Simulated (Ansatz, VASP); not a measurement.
**One calculation of ZnSn2N2, two programs**

```
Zn Sn N
1.0
     3.38675    0.00000    0.00000
     0.00000    3.38675    0.00000
     0.00000    0.00000    8.13771
Zn Sn N
1 2 2
Direct
  0.00000 0.00000 0.00000
  0.50000 0.50000 0.69610
  0.50000 0.50000 0.30390
  0.50000 0.00000 0.14537
  0.00000 0.50000 0.85463
```

Alike in both runs: functional RPBE; k mesh 7 × 7 × 3; occupations fermi-dirac, width 0.05 eV; no spin polarisation.

Ansatz relaxed the structure, and its values are those at the end. VASP's run is a single point on that final structure, the one shown.

|  | VASP | Ansatz |
| --- | --- | --- |
| version | VASP 6.6.1 | Ansatz 0.2.0 |
| potentials or method | VASP PAW PBE potentials, release 64 (Zn, Sn_d, N) | plane waves, PAW |
| plane-wave cutoff (eV) | 520 | 420 |
| valence electrons in the cell | 50 | 50 |

Ansatz gave:

* pressure (GPa): 0.0
* rms of the force components (eV/Å): 0.000

Task: Which values does VASP return?

Result: Pressure (GPa): 0.2; rms of the force components (eV/Å): 0.010.

VASP's potentials were made for PBE, not for RPBE.
